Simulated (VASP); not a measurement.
# Mn (P6/mmm) in VASP: notebook

The runs below take Mn through single point, relaxation of cell and atoms, with PBE.

Everything below comes from runs of VASP 6.6.1. Logs are shortened: lines on timing, memory, paths and dates and some standing lists are left out, and cuts for length are marked.

**1. The cell of the first run**

The structure is hexagonal, space group P6/mmm (No. 191). The conventional cell has a = 4.057 Å, b = 4.057 Å, c = 2.544 Å, α = 90.00°, β = 90.00°, γ = 120.00°. Mn (site symmetry 6/mmm) has 14 Mn at 2.54 to 2.67 Å within 3.4 Å. Mn (site symmetry -6m2) has 11 Mn at 2.34 to 2.67 Å within 3.1 Å.

This isn't the form of Mn at room conditions, which is a 58-atom cubic cell.

**2. Single point, PBE (12.09 Å³/atom)**

The input, INCAR:

```
SYSTEM = Mn
PREC = Accurate ; ENCUT = 520
EDIFF = 1E-6 ; ISMEAR = -1
SIGMA = 0.1 ; LREAL = .FALSE.
LASPH = .TRUE. ; NELM = 80
ALGO = Normal ; ISIF = 2
LWAVE = .FALSE. ; LCHARG = .TRUE.
GGA = PE ; LELF = .TRUE.
LVHAR = .TRUE. ; NBANDS = 26
```

The input, KPOINTS:

```
regular mesh
0
G
  12 12 17
  0 0 0
```

The input, POSCAR:

```
Mn
1.0
    4.0565780319      0.0000000000      0.0000000000
   -2.0282890159      3.5130996281      0.0000000000
    0.0000000000      0.0000000000      2.5443039844
Mn
3
Direct
    0.0000000000      0.0000000000      0.0000000000
    0.3333333333      0.6666666667      0.5000000000
    0.6666666667      0.3333333333      0.5000000000
```

Potentials or basis: VASP PAW PBE potentials, release 64 (Mn_pv).

The run is started by

```bash
cat potpaw_PBE.64/Mn_pv/POTCAR > POTCAR
mpirun -np 1 vasp_std > vasp.out
```

OUTCAR:

```text
SYSTEM = Mn
   PREC = Accurate
   ENCUT = 520
   EDIFF = 1E-6
   ISMEAR = -1
   LREAL = .FALSE.
   LASPH = .TRUE.
   NELM = 80
   ISIF = 2
   GGA = PE

 ion  position               nearest neighbor table
   1  0.000  0.000  0.000-   2 2.67   3 2.67   2 2.67   3 2.67   3 2.67   3 2.67   2 2.67   2 2.67
                             3 2.67   3 2.67   2 2.67   2 2.67
   2  0.333  0.667  0.500-   3 2.34   3 2.34   3 2.34   1 2.67   1 2.67   1 2.67   1 2.67   1 2.67
                             1 2.67
   3  0.667  0.333  0.500-   2 2.34   2 2.34   2 2.34   1 2.67   1 2.67   1 2.67   1 2.67   1 2.67
                             1 2.67

  LATTYP: Found a hexagonal cell.
 ALAT       =     4.0565780319
 C/A-ratio  =     0.6272044971

  Lattice vectors:

 A1 = (   4.0565780319,   0.0000000000,   0.0000000000)
 A2 = (  -2.0282890159,   3.5130996281,   0.0000000000)
 A3 = (   0.0000000000,   0.0000000000,   2.5443039844)

Analysis of symmetry for initial positions (statically):
=====================================================================
 Subroutine PRICEL returns:
 Original cell was already a primitive cell.

 Routine SETGRP: Setting up the symmetry group for a
 hexagonal supercell.

 Subroutine GETGRP returns: Found 24 space group operations
 (whereof 24 operations were pure point group operations)
 out of a pool of 24 trial point group operations.

The static configuration has the point symmetry D_6h.

Analysis of symmetry for dynamics (positions and initial velocities):
=====================================================================
 Subroutine PRICEL returns:
 Original cell was already a primitive cell.

 Routine SETGRP: Setting up the symmetry group for a
 hexagonal supercell.

 Subroutine GETGRP returns: Found 24 space group operations
 (whereof 24 operations were pure point group operations)
 out of a pool of 24 trial point group operations.

The dynamic configuration has the point symmetry D_6h.

 Subroutine INISYM returns: Found 24 space group operations
 (whereof 24 operations are pure point group operations),
 and found     1 'primitive' translations

----------------------------------------------------------------------------------------

                                     Primitive cell

  volume of cell :      36.2593

  direct lattice vectors                    reciprocal lattice vectors
[... 86 lines left out ...]
   LASPH  =      T    aspherical Exc in radial PAW
   ENCUT  =  520.0 eV  38.22 Ry    6.18 a.u.   7.54  7.54  4.73*2*pi/ulx,y,z
   NELM   =     80;   NELMIN=  2; NELMDL= -5     # of ELM steps
   EDIFF  = 0.1E-05   stopping-criterion for ELM
   LREAL  =      F    real-space projection
   EDIFFG = 0.1E-04   stopping-criterion for IOM
   NSW    =      0    number of steps for IOM
   IBRION =     -1    ionic relax: 0-MD 1-quasi-New 2-CG
   NFREE  =      0    steps in history (QN), initial steepest desc. (CG)
   ISIF   =      2    stress and relaxation
   ISYM   =      2    0-nonsym 1-usesym 2-fastsym
   POTIM  = 0.5000    time-step for ionic-motion
   TEBEG  =    0.0;   TEEND  =   0.0 temperature during run
   PSTRESS=    0.0 pullay stress
   NELECT =      39.0000    total number of electrons
   NUPDOWN=      -1.0000    fix difference up-down
   EMIN   =  10.00;   EMAX   =-10.00  energy-range for DOS
   EFERMI =   0.00;   METHOD = LEGACY
   ISMEAR =    -1;   SIGMA  =   0.10  broadening in eV -4-tet -1-fermi 0-gaus
   EFERMI_NEDOS =   21; number of points for ismear=-14 and -15
   IALGO  =     38    algorithm
   IMIX   =      4    mixing-type and parameters
     AMIX     =   0.40;   BMIX     =  1.00
     AMIX_MAG =   1.60;   BMIX_MAG =  1.00
  volume/ion in A,a.u.               =      12.09        81.56
  Fermi-wavevector in a.u.,A,eV,Ry     =   1.677348  3.169729 38.279957  2.813498
  Thomas-Fermi vector in A             =   2.761630
   LORBIT       =      0    0 simple, 1 ext, 2 COOP (PROOUT), +10 PAW based schemes
   GGA     = PE    functional components
   LHFCALC =     F    Hartree Fock is set to
   AEXX    =    0.0000 exact exchange contribution
   IVDW    =     0    specifies the selected vdW correction
   LEPSILON=     F    determine dielectric tensor
   LRPA    =     F    only Hartree local field effects (RPA)
 non-spin polarized calculation
  energy-cutoff  :      520.00
  volume of cell :       36.26
 maximum number of plane-waves:      1000
   NGX = 15   NGY = 15   NGZ =  9

 number of electron      39.0000070 magnetization

 Free energy of the ion-electron system (eV)
  ---------------------------------------------------
  ext. energy  EPLUGINS =         0.00000000
  ---------------------------------------------------
  free energy    TOTEN  =       -26.43686596 eV

  energy without entropy =      -26.29869462  energy(sigma->0) =      -26.36778029

 E-fermi :   8.8664     XC(G=0): -13.3099

 val. band max:        8.8663395242   @ k =   0.0000   0.0000   0.1176
 cond. band min:       8.8750149703   @ k =   0.2500   0.0000   0.1765
 fundamental gap:      0.0086754461
 Fermi energy:         8.8663557679

 k-point     1 :       0.0000    0.0000    0.0000
  band No.  band energies     occupation
      1     -39.2435      2.00000
      2     -39.2435      2.00000
      3     -39.0037      2.00000
      4     -39.0037      2.00000
      5     -38.9511      2.00000
      6     -38.8276      2.00000
[... 685 lines left out ...]
     25      10.3065      0.00000
     26      11.5987      0.00000

 [... further k-points ...]

------------------------ aborting loop because EDIFF is reached ----------------------------------------

  FORCE on cell =-STRESS in cart. coord.  units (eV):
  Direction    XX          YY          ZZ          XY          YZ          ZX
  --------------------------------------------------------------------------------------
  -------------------------------------------------------------------------------------
  Total       -5.5717796     -5.5717796     -5.1813089     -0.0000000      0.0000000      0.0000000
  in kB     -246.1983932   -246.1983932   -228.9447939     -0.0000000      0.0000000      0.0000000
  external PRESSURE =    -240.4471934 kB  Pullay stress =       0.0000000 kB

 VOLUME and BASIS-vectors are now :
 -----------------------------------------------------------------------------
  energy-cutoff  :      520.00
  volume of cell :       36.26
      direct lattice vectors                 reciprocal lattice vectors
     4.056578032  0.000000000  0.000000000     0.246513192  0.142324458  0.000000000
    -2.028289016  3.513099628  0.000000000     0.000000000  0.284648916  0.000000000
     0.000000000  0.000000000  2.544303984     0.000000000  0.000000000  0.393034797

 POSITION                                       TOTAL-FORCE (eV/Angst)
 -----------------------------------------------------------------------------------
      0.00000      0.00000      0.00000        -0.000000      0.000000      0.000000
     -0.00000      2.34207      1.27215         0.000000      0.000000      0.000000
      2.02829      1.17103      1.27215         0.000000     -0.000000      0.000000
 -----------------------------------------------------------------------------------
    total drift:                               -0.000000      0.000000      0.000000

  FREE ENERGIE OF THE ION-ELECTRON SYSTEM (eV)
  ---------------------------------------------------
  free  energy   TOTEN  =       -26.4368659649 eV

  energy  without entropy=      -26.2986946234  energy(sigma->0) =      -26.36778029
```

stdout:

```text
POSCAR found type information on POSCAR Mn
 POSCAR found :  1 types and       3 ions
 scaLAPACK will be used
 LDA part: xc-table for (Slater+PW92), standard interpolation
 POSCAR, INCAR and KPOINTS ok, starting setup
 FFT: planning ... GRIDC
 FFT: planning ... GRID_SOFT
 FFT: planning ... GRID
 WAVECAR not read
 entering main loop
```

Wall time 2.8 min (1 thread of Intel Xeon Platinum 8259CL at 2.50GHz (Skylake/Cascade Lake), shared host); peak memory 0.24 GiB.

Results:

| Quantity | Value |
| --- | --- |
| Free energy | -26.4369 eV |
| Pressure | -24.0 GPa |
| Band gap on the k mesh | zero (an odd number of electrons rules out a gap without spin polarisation) |

Stress tensor (GPa, compression positive):
```
-24.62   0.00   0.00
  0.00 -24.62   0.00
  0.00   0.00 -22.89
```

Caveat: the cell stands under tension; the run has no spin polarisation, though such a crystal can be magnetic. Spin polarisation is off, so any magnetic state and its effect on volume and gap are missing.

**3. Relaxation of cell and atoms, PBE**

This run uses another cell than the first one, of 11.75 Å³/atom.

The input, INCAR:

```
SYSTEM = Mn
ALGO     = Normal         ! electronic algorithm
EDIFF    = 1E-7           ! SCF threshold, eV
EDIFFG   = -0.01          ! ionic threshold
ENCUT    = 600            ! plane-wave cutoff, eV
GGA      = PE             ! functional
IBRION   = 2              ! ionic algorithm
ISIF     = 3              ! what is computed and relaxed
ISMEAR   = -1             ! smearing method
LASPH    = .TRUE.         ! aspherical terms in the spheres
LCHARG   = .FALSE.        ! write CHGCAR
LREAL    = .FALSE.        ! projectors in reciprocal space
LWAVE    = .FALSE.        ! write WAVECAR
NELM     = 60             ! most SCF steps
NSW      = 80             ! ionic steps
PREC     = Accurate       ! precision mode
SIGMA    = 0.1            ! smearing width, eV
```

The input, KPOINTS:

```
k-points
0
G
  9 9 13
  0 0 0
```

The input, POSCAR:

```
Mn
1.0
    4.0493320461      0.0000000000      0.0000000000
   -2.0246660230      3.5068244202      0.0000000000
    0.0000000000      0.0000000000      2.4822405442
Mn
3
Direct
    0.0000000000      0.0000000000      0.0000000000
    0.3333333333      0.6666666667      0.5000000000
    0.6666666667      0.3333333333      0.5000000000
```

Potentials or basis: VASP PAW PBE potentials, release 64 (Mn_pv).

The run is started by

```bash
cat potpaw_PBE.64/Mn_pv/POTCAR > POTCAR
mpirun -np 1 vasp_std > vasp.out
```

It took 7.6 min on 1 thread of Intel Xeon Platinum 8259CL at 2.50GHz (Skylake/Cascade Lake), shared host; peak memory 0.2 GiB.

It converged, with:

| Quantity | Value |
| --- | --- |
| Free energy | -26.7587 eV |
| Relaxed volume | 10.79 Å³/atom |
| Relaxed cell | a = 3.906 Å, b = 3.906 Å, c = 2.449 Å, α = 90.00°, β = 90.00°, γ = 120.00° |
| Space group after relaxing (to 0.1 Å) | P6/mmm (No. 191) |
| Energy gained by relaxing | 67.0 meV/atom |
| Ionic steps | 9 |
| Pressure after relaxing | 0.0 GPa |
| Band gap on the k mesh | zero (an odd number of electrons rules out a gap without spin polarisation) |

The path:
| step | energy change (eV) | largest force (eV/Å) | pressure (GPa) | volume (Å³) |
| --- | --- | --- | --- | --- |
| 1 | 0.0000 | 0.0000 | -19.37 | 35.25 |
| 2 | 0.3021 | 0.0000 | 46.56 | 28.48 |
| 3 | -0.1972 | 0.0000 | -0.51 | 32.41 |
| 4 | -0.1975 | 0.0000 | 0.17 | 32.33 |
| 5 | -0.1974 | 0.0000 | 0.67 | 32.28 |
| 6 | -0.2008 | 0.0000 | 0.46 | 32.31 |
| 7 | -0.2008 | 0.0000 | 0.46 | 32.31 |
| 8 | -0.2008 | 0.0000 | -0.62 | 32.44 |
| 9 | -0.2009 | 0.0000 | 0.01 | 32.37 |

Final structure:
```xyz
3
Lattice="3.9063 0.0000 0.0000 -1.9532 3.3830 0.0000 0.0000 0.0000 2.4491" Properties=species:S:1:pos:R:3 pbc="T T T"
Mn    0.0000    0.0000    2.4491
Mn    0.0000    2.2553    1.2246
Mn    1.9532    1.1277    1.2246
```

Levels at points of the mesh, in eV from the Fermi level:
| k point | band 17 | band 18 | band 19 | band 20 | band 21 | band 22 | band 23 |
| --- | --- | --- | --- | --- | --- | --- | --- |
| (0.00, 0.00, 0.00) | -1.13 | -0.54 | -0.54 | -0.09 | -0.09 | 0.01 | 0.01 |

Caveat: the highest band is partly filled, so the run has too few bands; the run has no spin polarisation, though such a crystal can be magnetic.
